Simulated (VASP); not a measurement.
Write the native input for VASP 6.6.1 that does the following.

* Task: single point
* Functional: PBE
* Potentials or basis: VASP PAW PBE potentials, release 64 (In_d)
* Cutoff: 520 eV
* k mesh: 10 × 10 × 10
* Occupations: gaussian, width 0.015 eV
* Spin: no spin polarisation
* Dipole correction: no
* Further INCAR settings: ALGO = Normal; EDIFF = 1e-06; NBANDS = 12

The structure of In lies in POSCAR:

```
In
1.0
   -1.8825252400      1.8825252400      1.8825252400
    1.8825252400     -1.8825252400      1.8825252400
    1.8825252400      1.8825252400     -1.8825252400
In
1
Direct
    0.0000000000      0.0000000000      0.0000000000
```

These files were run (other wordings do the same):

INCAR

```
SYSTEM = In
PREC = Accurate
ENCUT = 520
EDIFF = 1E-6
ISMEAR = 0
SIGMA = 0.015
LREAL = .False.
LASPH = .True.
NELM = 100
ALGO = Normal
ISIF = 2
LWAVE = .False.
LCHARG = .False.
GGA = PE
NBANDS = 12
```

KPOINTS

```
regular mesh
0
Gamma
  10 10 10
  0 0 0
```

Potentials or basis: VASP PAW PBE potentials, release 64 (In_d).

Command:

```sh
$ cat potpaw_PBE.64/In_d/POTCAR > POTCAR
$ mpirun -np 1 vasp_std > vasp.out
```

Results of the run:

* Pressure: 1.5 GPa

Run time: 8.2 s on 1 thread of AMD EPYC 7R13 Processor (Zen 3) (shared host), peak memory 0.11 GiB.
